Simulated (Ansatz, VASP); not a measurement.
# Two plane-wave programs on Ir

```
Ir
1.0
     0.00000   -1.91970   -1.91970
    -1.91970    0.00000   -1.91970
     1.91970    1.91970   -3.83940
Ir
2
Direct
  0.50798 0.50798 0.50000
  0.99202 0.99202 0.00000
```

Change from the starting cell: mode 4 (113.0 1/cm) frozen in, largest displacement +0.037 Å.

Alike in both runs: task single point; functional LDA; k mesh 24 × 24 × 20; occupations gaussian, width 0.15 eV; no spin polarisation.

```csv
,VASP,Ansatz
version,VASP 6.6.1,Ansatz 0.2.0
potentials or method,"VASP PAW LDA potentials, release 64 (Ir), cutoff 520 eV","scalar-relativistic, plane waves, PAW"
valence electrons in the cell,18,34
```

Ansatz gave:

* gap on the k mesh at the Fermi level (eV): none
* pressure (GPa): -8.2
* traceless stress, the component that is largest in VASP (GPa): 0.40
* rms of the force components (eV/Å): 0.195

Question: Which values does VASP return?

Answer: gap on the k mesh at the Fermi level (eV): none; pressure (GPa): -5.9; traceless stress, the component that is largest in VASP (GPa): 0.40; rms of the force components (eV/Å): 0.197.

LDA's correlation is that of Perdew and Zunger in VASP and of Perdew and Wang (1992) in Ansatz. Atom by atom the forces differ by 0.002 eV/Å (rms over components). A gap of «none» marks a metal or a gap that the smearing closes. VASP's potentials hold 18 valence electrons a cell and Ansatz's 34, so a difference there can come from the potentials and not from the codes.

Spin-orbit coupling is off throughout.
